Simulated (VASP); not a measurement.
A run of VASP 6.6.1 is set up as follows.

File INCAR:

```
PREC = Accurate ; ENCUT = 520
EDIFF = 1E-6 ; ISMEAR = 0
SIGMA = 0.15 ; LREAL = False
LASPH = True ; NELM = 80
ALGO = Normal ; ISIF = 2
LWAVE = False ; LCHARG = False
GGA = PS ; NBANDS = 13
```

KPOINTS

```
regular mesh
0
Gamma
  20 20 18
```

Contents of POSCAR:

```
Ge
1.0
    1.3272915500     -2.4704902000      0.0000000000
    1.3272915500      2.4704902000      0.0000000000
    0.0000000000      0.0000000000      2.8331425500
Ge
1
Direct
    0.5000000000      0.5000000000      0.0000000000
```

Potentials or basis: VASP PAW PBE potentials, release 64 (Ge_d).

Run with:

```sh
$ cat potpaw_PBE.64/Ge_d/POTCAR > POTCAR
$ mpirun -np 1 vasp_std > vasp.out
```

(1) Predict the band gap on the k mesh.

(2) Estimate the pressure.

## Answers

(1) zero (band 7 reaches 11.95 eV, above the bottom of band 8 at 3.79 eV).

(2) 0.8 GPa.

Caveat: the cell differs from its parent crystal (strain -0.050 along x and y, +0.050 along z); the PAW data sets were made with another functional, which shifts forces and pressure a little.
